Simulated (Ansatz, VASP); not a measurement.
**One calculation of InP, two programs**

```
In P
1.0
     0.00000    2.77020    2.77020
     2.96411    0.00000    2.77020
     2.96411    2.77020    0.00000
In P
1 1
Cartesian
  0.1218 0.0000 0.0000
  2.5126 2.7702 2.7702
```

Change from the starting cell: mode 4 frozen in at -0.422 Å, normal strain along x +0.0700.

Alike in both runs: task single point; functional PBE; k mesh 14 × 14 × 14; occupations gaussian, width 0.15 eV; no spin polarisation.

|  | VASP | Ansatz |
| --- | --- | --- |
| version | VASP 6.6.1 | Ansatz 0.2.0 |
| potentials or method | VASP PAW PBE potentials, release 64 (In_d, P), cutoff 520 eV | scalar-relativistic, plane waves, PAW |
| valence electrons in the cell | 18 | 18 |

VASP gave:

```
gap on the k mesh at the Fermi level (eV)                     : none
pressure (GPa)                                                : 1.4
traceless stress, the component that is largest in VASP (GPa) : 12.72
rms of the force components (eV/Å)                            : 0.902
```

Task: What did Ansatz give for the same quantities?

Result: gap on the k mesh at the Fermi level (eV): none; pressure (GPa): 1.5; traceless stress, the component that is largest in VASP (GPa): 12.84; rms of the force components (eV/Å): 0.914.

Atom by atom the forces differ by 0.012 eV/Å (rms over components). A gap of «none» marks a metal or a gap that the smearing closes.
